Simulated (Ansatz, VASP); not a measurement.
## One calculation of AgCl, two programs

File INCAR:

```
SYSTEM = AgCl
ALGO = Normal
EDIFF = 1E-6
ENCUT = 520
ISIF = 2
ISMEAR = -1
LASPH = .True.
LCHARG = .False.
LREAL = .False.
LWAVE = .False.
NBANDS = 16
NELM = 80
PREC = Accurate
SIGMA = 0.02
```

The input KPOINTS:

```
k-points
0
Gamma
  8 8 8
  0 0 0
```

Contents of POSCAR:

```
AgCl
1.0
    0.0000000000      2.7823631906      2.7823631906
    2.7823631906      0.0000000000      2.7823631906
    2.7823631906      2.7823631906      0.0000000000
Ag Cl
1 1
Direct
    0.5000000000      0.5000000000      0.5000000000
    0.0000000000      0.0000000000      0.0000000000
```

Input for Ansatz:

```yaml
crystal:
  lattice:
    - [0.0, 2.7823631906, 2.7823631906]
    - [2.7823631906, 0.0, 2.7823631906]
    - [2.7823631906, 2.7823631906, 0.0]
  atoms:
    - { symbol: Ag, position: [0.5, 0.5, 0.5] }
    - { symbol: Cl, position: [0.0, 0.0, 0.0] }
kpoints:
  mp_grid: { grid: [8, 8, 8] }
  band_path:
    path:
      - [0.0, 0.0, 0.0]
      - [0.5, 0.0, 0.5]
      - [0.625, 0.25, 0.625]
      - [0.375, 0.375, 0.75]
      - [0.0, 0.0, 0.0]
      - [0.5, 0.5, 0.5]
      - [0.5, 0.25, 0.75]
      - [0.5, 0.0, 0.5]
    npoints: 5
scf:
  occupations: { method: fermi_dirac, width: 0.02 }
hamiltonian:
  xc: lda
  pseudopotentials: { kind: all_electron, lapw: { basis_error: 0.0005 } }
output:
  forces: true
  stress: true
  eigenvalues: true
```

Change from the starting cell: volume scaled by 1.01.

Alike in both runs: task single point; functional LDA; k mesh 8 × 8 × 8; occupations fermi-dirac, width 0.02 eV; no spin polarisation.

```csv
,VASP,Ansatz
version,VASP 6.6.1,Ansatz 0.2.0
potentials or method,"VASP PAW LDA potentials, release 64 (Ag, Cl), cutoff 520 eV","all-electron LAPW, scalar-relativistic"
```

```tsv
	VASP	Ansatz	Ansatz less VASP
pressure (GPa)	-5.9	-5.9	+0.01
```

LDA's correlation is that of Perdew and Zunger in VASP and of Perdew and Wang (1992) in Ansatz. Ansatz ran all-electron here, and VASP with PAW potentials.
